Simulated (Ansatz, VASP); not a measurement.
Cs2AgBiBr6 in VASP and in Ansatz

```
Bi Cs Ag Br
1.0
     0.00000    5.61610    5.61610
     5.61610    0.00000    5.61610
     5.61610    5.61610    0.00000
Bi Cs Ag Br
1 2 1 6
Direct
  0.00000 0.00000 0.00000
  0.75000 0.75000 0.75000
  0.25000 0.25000 0.25000
  0.50000 0.50000 0.50000
  0.74945 0.74945 0.25055
  0.25055 0.25055 0.74945
  0.74945 0.25055 0.25055
  0.74945 0.25055 0.74945
  0.25055 0.74945 0.74945
  0.25055 0.74945 0.25055
```

Alike in both runs: functional PBEsol; k mesh 4 × 4 × 4; occupations fermi-dirac, width 0.05 eV; no spin polarisation; Hubbard terms Ag d U = 4.0 eV.

```csv
,VASP,Ansatz
version,VASP 6.6.1,Ansatz 0.2.0
potentials or method,"VASP PAW PBE potentials, release 64 (Bi_d, Cs_sv, Ag_sv_GW, Br)",Ansatz PAW
plane-wave cutoff (eV),630,420
valence electrons in the cell,94,94
task,single point,projected density of states
```

|  | VASP | Ansatz | Ansatz less VASP |
| --- | --- | --- | --- |
| gap on the k mesh at the Fermi level (eV) | 1.40 | 1.46 | +0.059 |
| least direct gap on the mesh (eV) | 2.58 | 2.58 | +0.008 |
| pressure (GPa) | 0.1 | 0.1 | +0.04 |
| rms of the force components (eV/Å) | 0.111 | 0.089 | -0.0221 |

VASP's potentials were made for PBE, not for PBEsol. The programs project onto different local orbitals, so the same U acts differently, and such runs can settle in different states. Atom by atom the forces differ by 0.022 eV/Å (rms over components).

Spin-orbit coupling is off throughout.
